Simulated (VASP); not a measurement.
La2Zr2O: single point with PBE

La2Zr2O:

```
CELL_PARAMETERS angstrom
3.42237 0.00000 0.00000
-1.71119 2.96386 0.00000
0.00000 0.00000 11.62117
ATOMIC_POSITIONS crystal
La 0.66667 0.33333 0.64443
La 0.33333 0.66667 0.35557
Zr 0.66667 0.33333 0.10462
Zr 0.33333 0.66667 0.89538
O 0.00000 0.00000 0.00000
```

The cell was built from a structure type or drawn by symmetry, and may not be a known phase.

```
Program                : VASP 6.6.1
Task                   : single point
Functional             : PBE
Potentials or basis    : VASP PAW PBE potentials, release 64 (La, Zr_sv, O)
Cutoff                 : 520 eV
k mesh                 : 6 × 6 × 4
Occupations            : gaussian, width 0.1 eV
Spin                   : no spin polarisation
Dipole correction      : no
Further INCAR settings : ALGO = Normal; EDIFF = 1e-07; NBANDS = 34
```

```yaml
Pressure: 0.2 GPa
Largest_force: 0.011 eV/Å
Band_gap_on_the_k_mesh: zero (bands 26 and 27 overlap by 0.46 eV)
```

Forces on the atoms (eV/Å):
```
La   0.000  0.000 -0.009
La   0.000  0.000  0.009
Zr   0.000  0.000 -0.011
Zr   0.000  0.000  0.011
O    0.000  0.000  0.000
```

Stress tensor (GPa, compression positive):
```
0.12 0.00 0.00
0.00 0.12 0.00
0.00 0.00 0.29
```

Levels at points of the mesh, in eV from the Fermi level:
```csv
k point,band 22,band 23,band 24,band 25,band 26,band 27,band 28,band 29,band 30,band 31
"(0.00, 0.00, 0.00)",-1.75,-1.41,-0.58,0.10,0.10,0.49,0.53,0.65,1.61,1.61
"(0.50, 0.00, 0.00)",-1.86,-1.68,-1.20,-0.98,-0.50,-0.12,1.12,1.38,1.73,1.97
"(0.00, 0.00, 0.50)",-2.60,-1.38,-0.48,0.10,0.10,0.51,0.65,0.97,1.58,1.59
"(0.50, 0.00, 0.50)",-1.86,-1.57,-1.40,-0.96,-0.30,0.06,0.60,1.43,1.62,1.78
```

Run time: 6 min on 1 thread of Intel Xeon 8259CL, with other jobs on the host, peak memory 0.31 GiB.

Caveat: spin-orbit coupling is left out, which moves the levels of the heavy elements.
